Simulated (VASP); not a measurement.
# GaAs (Fm-3m) in VASP: further runs

Aim: see how the results for GaAs move with the level of theory and the settings. Levels: r2SCANh, PBE0. Tasks: single point.

All numbers are computed with VASP 6.6.1; they aren't measurements. Logs are shortened: lines on timing, memory, paths and dates and some standing lists are left out, and cuts for length are marked.

## 1. The cell of the first run

Symmetry: Fm-3m, No. 225, cubic system. Conventional cell: a = 5.392 Å, b = 5.392 Å, c = 5.392 Å, α = 90.00°, β = 90.00°, γ = 90.00°. Within 3.6 Å of Ga (site symmetry m-3m) lie 6 As at 2.70 Å. Within 3.6 Å of As (site symmetry m-3m) lie 6 Ga at 2.70 Å.

## 2. Single point, r2SCANh

POSCAR

```
GaAs
1.0
    0.0000000000      2.6958900000      2.6958900000
    2.6958900000      0.0000000000      2.6958900000
    2.6958900000      2.6958900000      0.0000000000
Ga As
1 1
Direct
    0.0000000000      0.0000000000      0.0000000000
    0.5000000000      0.5000000000      0.5000000000
```

INCAR.step1

```
SYSTEM = GaAs
  PREC = Accurate
  ENCUT = 510
  EDIFF = 1E-5
  ISMEAR = -1
  SIGMA = 0.05
  LREAL = .FALSE.
  LASPH = .TRUE.
  NELM = 300
  ALGO = All
  ISIF = 2
  LWAVE = .TRUE.
  LCHARG = .FALSE.
  NBANDS = 16
  GGA = PE
  GGA_COMPAT = .FALSE.
  ISEARCH = 1
  KPAR = 4
```

INCAR.step2

```
SYSTEM = GaAs
  PREC = Accurate
  ENCUT = 510
  EDIFF = 1E-6
  ISMEAR = -1
  SIGMA = 0.05
  LREAL = .FALSE.
  LASPH = .TRUE.
  NELM = 300
  ALGO = All
  ISIF = 2
  LWAVE = .FALSE.
  LCHARG = .FALSE.
  METAGGA = R2SCAN
  LHFCALC = .TRUE.
  AEXX = 0.1
  LMIXTAU = .TRUE.
  PRECFOCK = Normal
  NBANDS = 16
  ISTART = 1
  GGA_COMPAT = .FALSE.
  ISEARCH = 1
  KPAR = 4
```

KPOINTS

```
regular mesh
0
G
  5 5 5
  0 0 0
```

Potentials or basis: VASP PAW PBE potentials, release 64 (Ga_d, As).

Launch:

```
$ cat potpaw_PBE.64/Ga_d/POTCAR potpaw_PBE.64/As/POTCAR > POTCAR
$ cp INCAR.step1 INCAR
$ mpirun -np 4 vasp_std > vasp.out
$ cp INCAR.step2 INCAR
$ mpirun -np 4 vasp_std > vasp.out
```

OUTCAR:

```text
SYSTEM = GaAs
   PREC = Accurate
   ENCUT = 510
   EDIFF = 1E-6
   ISMEAR = -1
   LREAL = .FALSE.
   LASPH = .TRUE.
   NELM = 300
   ISIF = 2
   METAGGA = R2SCAN
   LHFCALC = .TRUE.
   AEXX = 0.1
   PRECFOCK = Normal
   ISTART = 1

 ion  position               nearest neighbor table
   1  0.000  0.000  0.000-   2 2.70   2 2.70   2 2.70   2 2.70   2 2.70   2 2.70
   2  0.500  0.500  0.500-   1 2.70   1 2.70   1 2.70   1 2.70   1 2.70   1 2.70

  LATTYP: Found a face centered cubic cell.
 ALAT       =     5.3917800000

  Lattice vectors:

 A1 = (   0.0000000000,   2.6958900000,   2.6958900000)
 A2 = (   2.6958900000,   0.0000000000,   2.6958900000)
 A3 = (   2.6958900000,   2.6958900000,   0.0000000000)

Analysis of symmetry for initial positions (statically):
=====================================================================
 Subroutine PRICEL returns:
 Original cell was already a primitive cell.

 Routine SETGRP: Setting up the symmetry group for a
 face centered cubic supercell.

 Subroutine GETGRP returns: Found 48 space group operations
 (whereof 48 operations were pure point group operations)
 out of a pool of 48 trial point group operations.

The static configuration has the point symmetry O_h .

Analysis of symmetry for dynamics (positions and initial velocities):
=====================================================================
 Subroutine PRICEL returns:
 Original cell was already a primitive cell.

 Routine SETGRP: Setting up the symmetry group for a
 face centered cubic supercell.

 Subroutine GETGRP returns: Found 48 space group operations
 (whereof 48 operations were pure point group operations)
 out of a pool of 48 trial point group operations.

The dynamic configuration has the point symmetry O_h .

 Subroutine INISYM returns: Found 48 space group operations
 (whereof 48 operations are pure point group operations),
 and found     1 'primitive' translations

----------------------------------------------------------------------------------------

                                     Primitive cell

  volume of cell :      39.1865

  direct lattice vectors                    reciprocal lattice vectors
[... 74 lines left out ...]
   EDIFFG = 0.1E-04   stopping-criterion for IOM
   NSW    =      0    number of steps for IOM
   IBRION =     -1    ionic relax: 0-MD 1-quasi-New 2-CG
   NFREE  =      0    steps in history (QN), initial steepest desc. (CG)
   ISIF   =      2    stress and relaxation
   ISYM   =      3    0-nonsym 1-usesym 2-fastsym
   POTIM  = 0.5000    time-step for ionic-motion
   TEBEG  =    0.0;   TEEND  =   0.0 temperature during run
   PSTRESS=    0.0 pullay stress
   NELECT =      18.0000    total number of electrons
   NUPDOWN=      -1.0000    fix difference up-down
   EMIN   =  10.00;   EMAX   =-10.00  energy-range for DOS
   EFERMI =   0.00;   METHOD = LEGACY
   ISMEAR =    -1;   SIGMA  =   0.05  broadening in eV -4-tet -1-fermi 0-gaus
   EFERMI_NEDOS =   21; number of points for ismear=-14 and -15
   IALGO  =     58    algorithm
   IMIX   =      4    mixing-type and parameters
     AMIX     =   0.40;   BMIX     =  1.00
     AMIX_MAG =   1.60;   BMIX_MAG =  1.00
  volume/ion in A,a.u.               =      19.59       132.22
  Fermi-wavevector in a.u.,A,eV,Ry     =   1.263146  2.387000 21.708605  1.595537
  Thomas-Fermi vector in A             =   2.396518
   LORBIT       =      0    0 simple, 1 ext, 2 COOP (PROOUT), +10 PAW based schemes
   METAGGA = R2SCAN    functional components
   LHFCALC =     T    Hartree Fock is set to
   PRECFOCK=normal    Normal, Fast or Accurate (Low or Medium for compatibility)
   ENCUT4O =  -1.0   cutoff for four orbital integrals eV
   NKREDX  =     1    reduce k-point grid by
   NKREDY  =     1    reduce k-point grid by
   NKREDZ  =     1    reduce k-point grid by
   AEXX    =    0.1000 exact exchange contribution
   HFSCREEN=    0.0000 screening length (either q_TF or 0.3 A-1)
   HFSCREENC=   0.0000 screening length for correlation (either q_TF or 0.3 A-1)
   ENCUTFOCK=  -1.0 apply spherical cutoff to Coloumb kernel
   IVDW    =     0    specifies the selected vdW correction
   LEPSILON=     F    determine dielectric tensor
   LRPA    =     F    only Hartree local field effects (RPA)
 non-spin polarized calculation
  energy-cutoff  :      510.00
  volume of cell :       39.19
 maximum number of plane-waves:      1032
  NGX = 24; NGY = 24; NGZ = 24
   NGX = 13   NGY = 13   NGZ = 13

 number of electron      17.9999998 magnetization

 Free energy of the ion-electron system (eV)
  ---------------------------------------------------
  ext. energy  EPLUGINS =         0.00000000
  ---------------------------------------------------
  free energy    TOTEN  =       -25.27901036 eV

  energy without entropy =      -25.27020733  energy(sigma->0) =      -25.27460884

 E-fermi :   5.1412     XC(G=0): -10.3194

 val. band max:        5.1150863046   @ k =   0.4000   0.0000   0.0000
 cond. band min:       5.5357049640   @ k =   0.0000   0.0000   0.0000
 fundamental gap:      0.4206186594
 Fermi energy:         5.1412248389

 k-point     1 :       0.0000    0.0000    0.0000
  band No.  band energies     occupation
      1     -11.6501      2.00000
      2     -11.6501      2.00000
      3     -11.6219      2.00000
      4     -11.6219      2.00000
      5     -11.6219      2.00000
      6      -9.3095      2.00000
[... 167 lines left out ...]
      3     -11.6216      2.00000
      4     -11.6032      2.00000
      5     -11.5846      2.00000
      6      -6.1631      2.00000
[... 8 lines left out ...]
     15      17.0958      0.00000
     16      20.7383      0.00000

------------------------ aborting loop because EDIFF is reached ----------------------------------------

  FORCE on cell =-STRESS in cart. coord.  units (eV):
  Direction    XX          YY          ZZ          XY          YZ          ZX
  --------------------------------------------------------------------------------------
  -------------------------------------------------------------------------------------
  Total       -0.8666569     -0.8666569     -0.8666569     -0.0000000      0.0000000      0.0000000
  in kB      -35.4340890    -35.4340890    -35.4340890     -0.0000000      0.0000000      0.0000000
  external PRESSURE =     -35.4340890 kB  Pullay stress =       0.0000000 kB

 VOLUME and BASIS-vectors are now :
 -----------------------------------------------------------------------------
  energy-cutoff  :      510.00
  volume of cell :       39.19
      direct lattice vectors                 reciprocal lattice vectors
     0.000000000  2.695890000  2.695890000    -0.185467508  0.185467508  0.185467508
     2.695890000  0.000000000  2.695890000     0.185467508 -0.185467508  0.185467508
     2.695890000  2.695890000  0.000000000     0.185467508  0.185467508 -0.185467508

 POSITION                                       TOTAL-FORCE (eV/Angst)
 -----------------------------------------------------------------------------------
      0.00000      0.00000      0.00000        -0.000000      0.000000      0.000000
      2.69589      2.69589      2.69589         0.000000      0.000000     -0.000000
 -----------------------------------------------------------------------------------
    total drift:                                0.000000      0.000000     -0.000000

  FREE ENERGIE OF THE ION-ELECTRON SYSTEM (eV)
  ---------------------------------------------------
  free  energy   TOTEN  =       -25.2790103570 eV

  energy  without entropy=      -25.2702060865  energy(sigma->0) =      -25.27460822
```

It took 10 min on 4 MPI ranks of AMD EPYC 9R45 (Zen 5), shared host; peak memory 0.15 GiB.

What came out:

```yaml
Free_energy: -25.2790 eV
Pressure: -3.5 GPa
Band_gap_on_the_k_mesh: zero (bands 9 and 10 overlap by 3.33 eV)
```

Levels at points of the mesh, in eV from the Fermi level:
```
           k point  band 7  band 8  band 9  band 10  band 11  band 12
(0.00, 0.00, 0.00)   -0.31   -0.31   -0.31     0.39     7.97     7.97
```

Caveat: the k points lie up to 0.40 Å⁻¹ apart, too coarse for converged energies and pressures of a metal; the PAW data sets were made with another functional, which shifts forces and pressure a little.

## 3. Single point, PBE0

This run uses another cell than the first one, of 18.84 Å³/atom.

POSCAR

```
GaAs
1.0
    0.0000000000      2.6610630565      2.6610630565
    2.6610630565      0.0000000000      2.6610630565
    2.6610630565      2.6610630565      0.0000000000
Ga As
1 1
Direct
    0.0000000000      0.0000000000      0.0000000000
    0.5000000000      0.5000000000      0.5000000000
```

INCAR.step1

```
PREC     = Accurate       # precision mode
ENCUT    = 520            # plane-wave cutoff, eV
EDIFF    = 1E-5           # SCF threshold, eV
ISMEAR   = -1             # smearing method
SIGMA    = 0.05           # smearing width, eV
LREAL    = False          # projectors in reciprocal space
LASPH    = True           # aspherical terms in the spheres
NELM     = 80             # most SCF steps
ALGO     = Normal         # electronic algorithm
ISIF     = 2              # what is computed and relaxed
LWAVE    = True           # write WAVECAR
LCHARG   = False          # write CHGCAR
NBANDS   = 16             # bands
GGA      = PE             # functional
```

INCAR.step2

```
PREC     = Accurate       # precision mode
ENCUT    = 520            # plane-wave cutoff, eV
EDIFF    = 1E-6           # SCF threshold, eV
ISMEAR   = -1             # smearing method
SIGMA    = 0.05           # smearing width, eV
LREAL    = False          # projectors in reciprocal space
LASPH    = True           # aspherical terms in the spheres
NELM     = 80             # most SCF steps
ALGO     = Normal         # electronic algorithm
ISIF     = 2              # what is computed and relaxed
LWAVE    = False          # write WAVECAR
LCHARG   = False          # write CHGCAR
GGA      = PE             # functional
LHFCALC  = True           # exact exchange
AEXX     = 0.25           # exact-exchange fraction
PRECFOCK = Normal       
NBANDS   = 16             # bands
ISTART   = 1
```

KPOINTS

```
Automatic mesh
0
Gamma
  5 5 5
```

Potentials or basis: VASP PAW PBE potentials, release 64 (Ga_d, As).

Launch:

```
$ cat potpaw_PBE.64/Ga_d/POTCAR potpaw_PBE.64/As/POTCAR > POTCAR
$ cp INCAR.step1 INCAR
$ mpirun -np 1 vasp_std > vasp.out
$ cp INCAR.step2 INCAR
$ mpirun -np 1 vasp_std > vasp.out
```

OUTCAR:

```text
PREC = Accurate
   ENCUT = 520
   EDIFF = 1E-6
   ISMEAR = -1
   LREAL = False
   LASPH = True
   NELM = 80
   ISIF = 2
   GGA = PE
   LHFCALC = True
   AEXX = 0.25
   PRECFOCK = Normal
   ISTART = 1

 ion  position               nearest neighbor table
   1  0.000  0.000  0.000-   2 2.66   2 2.66   2 2.66   2 2.66   2 2.66   2 2.66
   2  0.500  0.500  0.500-   1 2.66   1 2.66   1 2.66   1 2.66   1 2.66   1 2.66

[... 370 lines left out ...]
     16      21.5538      0.00000

------------------------ aborting loop because EDIFF is reached ----------------------------------------

  FORCE on cell =-STRESS in cart. coord.  units (eV):
  Direction    XX          YY          ZZ          XY          YZ          ZX
  --------------------------------------------------------------------------------------
  -------------------------------------------------------------------------------------
  Total       -0.0389840     -0.0389840     -0.0389840      0.0000000      0.0000000     -0.0000000
  in kB       -1.6573026     -1.6573026     -1.6573026      0.0000000      0.0000000     -0.0000000
  external PRESSURE =      -1.6573026 kB  Pullay stress =       0.0000000 kB

 VOLUME and BASIS-vectors are now :
 -----------------------------------------------------------------------------
  energy-cutoff  :      520.00
  volume of cell :       37.69
      direct lattice vectors                 reciprocal lattice vectors
     0.000000000  2.661063057  2.661063057    -0.187894834  0.187894834  0.187894834
     2.661063057  0.000000000  2.661063057     0.187894834 -0.187894834  0.187894834
     2.661063057  2.661063057  0.000000000     0.187894834  0.187894834 -0.187894834

 POSITION                                       TOTAL-FORCE (eV/Angst)
 -----------------------------------------------------------------------------------
      0.00000      0.00000      0.00000        -0.000000      0.000000     -0.000000
      2.66106      2.66106      2.66106         0.000000      0.000000      0.000000
 -----------------------------------------------------------------------------------
    total drift:                               -0.000000      0.000000      0.000000

  FREE ENERGIE OF THE ION-ELECTRON SYSTEM (eV)
  ---------------------------------------------------
  free  energy   TOTEN  =        -9.7760177300 eV

  energy  without entropy=       -9.7724006175  energy(sigma->0) =       -9.77420917
```

OSZICAR.step1:

```text
N       E                     dE             d eps       ncg     rms          rms(c)
DAV:   1     0.776331780435E+02    0.77633E+02   -0.86618E+03   336   0.164E+03
DAV:   2    -0.201235738782E+01   -0.79646E+02   -0.75888E+02   368   0.303E+02
DAV:   3    -0.757115120387E+01   -0.55588E+01   -0.54964E+01   368   0.625E+01
DAV:   4    -0.763638829653E+01   -0.65237E-01   -0.65224E-01   392   0.727E+00
DAV:   5    -0.763718434129E+01   -0.79604E-03   -0.79604E-03   352   0.740E-01    0.240E+00
DAV:   6    -0.752881429435E+01    0.10837E+00   -0.18900E-01   432   0.799E+00    0.140E+00
DAV:   7    -0.752662347868E+01    0.21908E-02   -0.31625E-02   472   0.124E+00    0.565E-01
DAV:   8    -0.752755355339E+01   -0.93007E-03   -0.63939E-03   456   0.121E+00    0.128E-01
DAV:   9    -0.752736086062E+01    0.19269E-03   -0.18656E-03   464   0.733E-01    0.644E-02
DAV:  10    -0.752736411575E+01   -0.32551E-05   -0.31293E-04   408   0.191E-01    0.395E-02
DAV:  11    -0.752733377271E+01    0.30343E-04   -0.38556E-05   408   0.531E-02    0.157E-02
DAV:  12    -0.752732711528E+01    0.66574E-05   -0.26317E-05   352   0.405E-02
   1 F= -.75273271E+01 E0= -.75165287E+01  d E =-.215968E-01
```

It took 61 min on 1 thread of AMD EPYC 7R13 (Zen 3), shared host; peak memory 0.16 GiB.

Results:

```
Free energy            : -9.7760 eV
Pressure               : -0.2 GPa
Band gap on the k mesh : zero (bands 9 and 10 overlap by 3.99 eV)
```

Caveat: the k points lie up to 0.41 Å⁻¹ apart, too coarse for converged energies and pressures of a metal; the PAW data sets were made with another functional, which shifts forces and pressure a little.

The gap in the log of VASP goes by the Fermi energy; the results here count the filled bands.